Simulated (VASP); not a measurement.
# CoSi2 (I4mm) in VASP: a series of runs, part 2 of 2

VASP 6.6.1.

### Step 5. Single point, PBEsol (atoms displaced along a vibrational mode, the cell strained)

INCAR

```
SYSTEM = CoSi2
  ALGO = Normal
  EDIFF = 1E-6
  ENCUT = 520
  GGA = PS
  ISIF = 2
  ISMEAR = 0
  LASPH = .TRUE.
  LCHARG = .TRUE.
  LELF = .TRUE.
  LREAL = .FALSE.
  LVHAR = .TRUE.
  LWAVE = .FALSE.
  NBANDS = 16
  NELM = 100
  PREC = Accurate
  SIGMA = 0.15
```

KPOINTS

```
k-points
0
G
  14 14 14
  0 0 0
```

POSCAR

```
CoSi2
1.0
    0.0000000000      2.6784009061      2.6784009061
    2.6784009061      0.0000000000      2.6784009061
    2.6784009061      2.6784009061      0.0000000000
Co Si
1 2
Direct
    0.0120558520     -0.0120558520     -0.0120558520
    0.2373510795      0.2626489205      0.2626489205
    0.7373510795      0.7626489205      0.7626489205
```

Potentials or basis: VASP PAW PBE potentials, release 64 (Co, Si).

On the command line:

```console
$ cat potpaw_PBE.64/Co/POTCAR potpaw_PBE.64/Si/POTCAR > POTCAR
$ mpirun -np 1 vasp_std > vasp.out
```

OUTCAR:

```text
SYSTEM = CoSi2
   EDIFF = 1E-6
   ENCUT = 520
   GGA = PS
   ISIF = 2
   ISMEAR = 0
   LASPH = .TRUE.
   LREAL = .FALSE.
   NELM = 100
   PREC = Accurate

 ion  position               nearest neighbor table
   1  0.012  0.988  0.988-   3 2.25   3 2.25   2 2.25   2 2.25   3 2.40   2 2.40   3 2.40   2 2.40

   2  0.237  0.263  0.263-   1 2.25   1 2.25   1 2.40   1 2.40   3 2.68   3 2.68   3 2.68   3 2.68
                             3 2.68   3 2.68
   3  0.737  0.763  0.763-   1 2.25   1 2.25   1 2.40   1 2.40   2 2.68   2 2.68   2 2.68   2 2.68
                             2 2.68   2 2.68

  LATTYP: Found a face centered cubic cell.
 ALAT       =     5.3568018122

  Lattice vectors:

 A1 = (   0.0000000000,   2.6784009061,   2.6784009061)
 A2 = (   2.6784009061,   0.0000000000,   2.6784009061)
 A3 = (   2.6784009061,   2.6784009061,   0.0000000000)

Analysis of symmetry for initial positions (statically):
=====================================================================
 Subroutine PRICEL returns:
 Original cell was already a primitive cell.

 Routine SETGRP: Setting up the symmetry group for a
 face centered cubic supercell.

 Subroutine GETGRP returns: Found  8 space group operations
 (whereof  8 operations were pure point group operations)
 out of a pool of 48 trial point group operations.

The static configuration has the point symmetry C_4v.

Analysis of symmetry for dynamics (positions and initial velocities):
=====================================================================
 Subroutine PRICEL returns:
 Original cell was already a primitive cell.

 Routine SETGRP: Setting up the symmetry group for a
 face centered cubic supercell.

 Subroutine GETGRP returns: Found  8 space group operations
 (whereof  8 operations were pure point group operations)
 out of a pool of 48 trial point group operations.

The dynamic configuration has the point symmetry C_4v.

 Subroutine INISYM returns: Found  8 space group operations
 (whereof  8 operations are pure point group operations),
 and found     1 'primitive' translations

----------------------------------------------------------------------------------------

                                     Primitive cell

  volume of cell :      38.4288

  direct lattice vectors                    reciprocal lattice vectors
     0.000000000  2.678400906  2.678400906    -0.186678551  0.186678551  0.186678551
     2.678400906  0.000000000  2.678400906     0.186678551 -0.186678551  0.186678551
     2.678400906  2.678400906  0.000000000     0.186678551  0.186678551 -0.186678551

  length of vectors
     3.787830887  3.787830887  3.787830887     0.323336735  0.323336735  0.323336735

  position of ions in fractional coordinates (direct lattice)
     0.012055852  0.987944148  0.987944148
     0.237351080  0.262648920  0.262648920
     0.737351080  0.762648920  0.762648920

  ion indices of the primitive-cell ions
   primitive index   ion index
                 1           1
                 2           2
                 3           3

----------------------------------------------------------------------------------------

 KPOINTS: k-points

Automatic generation of k-mesh.
 Grid dimensions read from file:
 generate k-points for:   14   14   14

 Generating k-lattice:

  Cartesian coordinates                     Fractional coordinates (reciprocal lattice)
    -0.013334182  0.013334182  0.013334182     0.071428571  0.000000000  0.000000000
     0.013334182 -0.013334182  0.013334182     0.000000000  0.071428571  0.000000000
     0.013334182  0.013334182 -0.013334182     0.000000000  0.000000000  0.071428571

  Length of vectors
     0.023095481  0.023095481  0.023095481

  Shift w.r.t. Gamma in fractional coordinates (k-lattice)
     0.000000000  0.000000000  0.000000000

 Subroutine IBZKPT returns following result:
 ===========================================

 Found    244 irreducible k-points:

 Following reciprocal coordinates:
            Coordinates               Weight
  0.000000  0.000000  0.000000      1.000000
  0.071429  0.000000  0.000000      8.000000
  0.142857  0.000000  0.000000      8.000000
  0.214286  0.000000  0.000000      8.000000
  0.285714  0.000000  0.000000      8.000000
  0.357143  0.000000  0.000000      8.000000
[... 16 lines left out ...]
 -0.428571  0.071429  0.000000     16.000000
  0.000000 -0.428571  0.071429      8.000000
 [... further k-points ...]
   k-points           NKPTS =    244   k-points in BZ     NKDIM =    244   number of bands    NBANDS=     16
   number of dos      NEDOS =    301   number of ions     NIONS =      3
   total plane-waves  NPLWV =  21952
   dimension x,y,z NGX =    28 NGY =   28 NGZ =   28
   dimension x,y,z NGXF=    56 NGYF=   56 NGZF=   56
   ions per type =               1   2
   NGX,Y,Z   is equivalent  to a cutoff of  12.29, 12.29, 12.29 a.u.
   NGXF,Y,Z  is equivalent  to a cutoff of  24.58, 24.58, 24.58 a.u.
 SYSTEM =  CoSi2
   PREC   = accura    normal or accurate (medium, high low for compatibility)
   ISTART =      0    job   : 0-new  1-cont  2-samecut
   ICHARG =      2    charge: 1-file 2-atom 10-const
   ISPIN  =      1    spin polarized calculation?
   LNONCOLLINEAR =      F non collinear calculations
   LSORBIT =      F    spin-orbit coupling
   LASPH  =      T    aspherical Exc in radial PAW
   ENCUT  =  520.0 eV  38.22 Ry    6.18 a.u.   7.04  7.04  7.04*2*pi/ulx,y,z
   NELM   =    100;   NELMIN=  2; NELMDL= -5     # of ELM steps
   EDIFF  = 0.1E-05   stopping-criterion for ELM
   LREAL  =      F    real-space projection
   EDIFFG = 0.1E-04   stopping-criterion for IOM
   NSW    =      0    number of steps for IOM
   IBRION =     -1    ionic relax: 0-MD 1-quasi-New 2-CG
   NFREE  =      0    steps in history (QN), initial steepest desc. (CG)
   ISIF   =      2    stress and relaxation
   ISYM   =      2    0-nonsym 1-usesym 2-fastsym
   POTIM  = 0.5000    time-step for ionic-motion
   TEBEG  =    0.0;   TEEND  =   0.0 temperature during run
   PSTRESS=    0.0 pullay stress
   NELECT =      17.0000    total number of electrons
   NUPDOWN=      -1.0000    fix difference up-down
   EMIN   =  10.00;   EMAX   =-10.00  energy-range for DOS
   EFERMI =   0.00;   METHOD = LEGACY
   ISMEAR =     0;   SIGMA  =   0.15  broadening in eV -4-tet -1-fermi 0-gaus
   EFERMI_NEDOS =   21; number of points for ismear=-14 and -15
   IALGO  =     38    algorithm
   IMIX   =      4    mixing-type and parameters
     AMIX     =   0.40;   BMIX     =  1.00
     AMIX_MAG =   1.60;   BMIX_MAG =  1.00
  volume/ion in A,a.u.               =      12.81        86.44
  Fermi-wavevector in a.u.,A,eV,Ry     =   1.247399  2.357243 21.170739  1.556005
  Thomas-Fermi vector in A             =   2.381533
   LORBIT       =      0    0 simple, 1 ext, 2 COOP (PROOUT), +10 PAW based schemes
   GGA     = PS    functional components
   LHFCALC =     F    Hartree Fock is set to
   AEXX    =    0.0000 exact exchange contribution
   IVDW    =     0    specifies the selected vdW correction
   LEPSILON=     F    determine dielectric tensor
   LRPA    =     F    only Hartree local field effects (RPA)
 non-spin polarized calculation
 Gauss-broadening in eV      SIGMA  =   0.15
  energy-cutoff  :      520.00
  volume of cell :       38.43
 maximum number of plane-waves:      1056
   NGX = 15   NGY = 15   NGZ = 15

 number of electron      17.0000001 magnetization

 Free energy of the ion-electron system (eV)
  ---------------------------------------------------
  ext. energy  EPLUGINS =         0.00000000
  ---------------------------------------------------
  free energy    TOTEN  =       -20.87399761 eV

  energy without entropy =      -20.86226521  energy(sigma->0) =      -20.86813141

 E-fermi :  10.0029     XC(G=0): -11.8506

 val. band max:       10.0028820065   @ k =   0.4286   0.2143   0.0714
 cond. band min:      10.0197399257   @ k =   0.2143   0.0714   0.4286
 fundamental gap:      0.0168579192
 Fermi energy:        10.0029160055

 k-point     1 :       0.0000    0.0000    0.0000
  band No.  band energies     occupation
      1      -3.1225      2.00000
      2       5.8754      2.00000
      3       5.9184      2.00000
      4       5.9184      2.00000
      5       8.0507      2.00000
      6       8.0694      2.00000
[... 433 lines left out ...]
      3       6.2075      2.00000
      4       6.4478      2.00000
      5       7.6741      2.00000
      6       8.0611      2.00000
[... 8 lines left out ...]
     15      19.7058      0.00000
     16      20.6403      0.00000

 [... further k-points ...]

------------------------ aborting loop because EDIFF is reached ----------------------------------------

  FORCE on cell =-STRESS in cart. coord.  units (eV):
  Direction    XX          YY          ZZ          XY          YZ          ZX
  --------------------------------------------------------------------------------------
  -------------------------------------------------------------------------------------
  Total       -0.8711089     -0.6933749     -0.6933749      0.0000000      0.0000000      0.0000000
  in kB      -36.3183667    -28.9082586    -28.9082586      0.0000000      0.0000000      0.0000000
  external PRESSURE =     -31.3782946 kB  Pullay stress =       0.0000000 kB

 VOLUME and BASIS-vectors are now :
 -----------------------------------------------------------------------------
  energy-cutoff  :      520.00
  volume of cell :       38.43
      direct lattice vectors                 reciprocal lattice vectors
     0.000000000  2.678400906  2.678400906    -0.186678551  0.186678551  0.186678551
     2.678400906  0.000000000  2.678400906     0.186678551 -0.186678551  0.186678551
     2.678400906  2.678400906  0.000000000     0.186678551  0.186678551 -0.186678551

 POSITION                                       TOTAL-FORCE (eV/Angst)
 -----------------------------------------------------------------------------------
      5.29222      2.67840      2.67840         1.516911      0.000000      0.000000
      1.40696      1.33920      1.33920        -0.758456      0.000000      0.000000
      4.08536      4.01760      4.01760        -0.758456     -0.000000     -0.000000
 -----------------------------------------------------------------------------------
    total drift:                                0.000164     -0.000002     -0.000002

  FREE ENERGIE OF THE ION-ELECTRON SYSTEM (eV)
  ---------------------------------------------------
  free  energy   TOTEN  =       -20.8739976126 eV

  energy  without entropy=      -20.8622652065  energy(sigma->0) =      -20.86813141
```

OSZICAR:

```text
N       E                     dE             d eps       ncg     rms          rms(c)
DAV:   1     0.578695648354E+02    0.57870E+02   -0.67765E+03  7824   0.101E+03
DAV:   2    -0.194280012618E+02   -0.77298E+02   -0.68918E+02  8888   0.200E+02
DAV:   3    -0.224415741534E+02   -0.30136E+01   -0.29656E+01  9952   0.442E+01
DAV:   4    -0.224940894829E+02   -0.52515E-01   -0.52474E-01  9584   0.557E+00
DAV:   5    -0.224956935049E+02   -0.16040E-02   -0.16039E-02 10104   0.100E+00    0.151E+01
DAV:   6    -0.263181633166E+02   -0.38225E+01   -0.26564E+01  8304   0.107E+02    0.182E+01
DAV:   7    -0.209212762485E+02    0.53969E+01   -0.11818E+01  9840   0.837E+01    0.328E+00
DAV:   8    -0.209125008846E+02    0.87754E-02   -0.82589E-01  9480   0.607E+00    0.195E+00
DAV:   9    -0.208745923797E+02    0.37909E-01   -0.98003E-02  9448   0.570E+00    0.505E-01
DAV:  10    -0.208741381300E+02    0.45425E-03   -0.68391E-03 11040   0.129E+00    0.133E-01
DAV:  11    -0.208739861556E+02    0.15197E-03   -0.77646E-04 10744   0.493E-01    0.436E-02
DAV:  12    -0.208740002041E+02   -0.14048E-04   -0.49160E-05  9120   0.490E-02    0.151E-02
DAV:  13    -0.208739975159E+02    0.26882E-05   -0.56684E-06 10720   0.422E-02    0.587E-03
DAV:  14    -0.208739976126E+02   -0.96685E-07   -0.78851E-07  5000   0.957E-03
   1 F= -.20873998E+02 E0= -.20868131E+02  d E =-.117324E-01
```

Wall time 81 s (1 thread of AMD EPYC 9R45 (Zen 5), shared host); peak memory 0.24 GiB.

Results:

```
Free energy            : -20.8740 eV
Pressure               : -3.1 GPa
Largest force          : 1.517 eV/Å
Band gap on the k mesh : zero (an odd number of electrons rules out a gap without spin polarisation)
```

Forces in eV/Å, atoms in the order of the input:
```
Co   1.517  0.000  0.000
Si  -0.758  0.000  0.000
Si  -0.758  0.000  0.000
```

Stress tensor (GPa, compression positive):
```
-3.63  0.00  0.00
 0.00 -2.89  0.00
 0.00  0.00 -2.89
```

Caveat: the cell differs from its parent crystal (atoms displaced along a vibrational mode, the cell strained); the cell stands under tension; the PAW data sets were made with another functional, which shifts forces and pressure a little; an odd number of electrons without spin polarisation forces a metal; a magnetic or distorted state may lie lower.

### Step 6. The runs side by side

```tsv
cell	gap on the mesh (eV)	pressure (GPa)	largest force (eV/Å)
a = 3.725 Å, angles 60.0°, 3 atoms, atomic positions A	none	8.1	2.41
a = 3.757 Å, angles 60.0°, 3 atoms, atomic positions B	none	1.6	1.66
a = 3.757 Å, angles 60.0°, 3 atoms, atomic positions A	none	2.7	2.21
a = 3.788 Å, angles 60.0°, 3 atoms, atomic positions B	none	-3.1	1.52
```

Alike in all rows: task single point; level PBEsol; potentials or basis VASP PAW PBE potentials, release 64 (Co, Si); no spin polarisation; k mesh 14 × 14 × 14; cutoff (eV) 520; smearing gaussian 0.15 eV.

Caveats: the PAW data sets were made with another functional, which shifts forces and pressure a little; an odd number of electrons without spin polarisation forces a metal; a magnetic or distorted state may lie lower; the cell stands under pressure (at least some runs); the cell stands under tension (at least some runs).

Total energies depend on the potentials used, so only differences within one code and one set of settings carry meaning.

The gap in the log of VASP goes by the Fermi energy; the results here count the filled bands.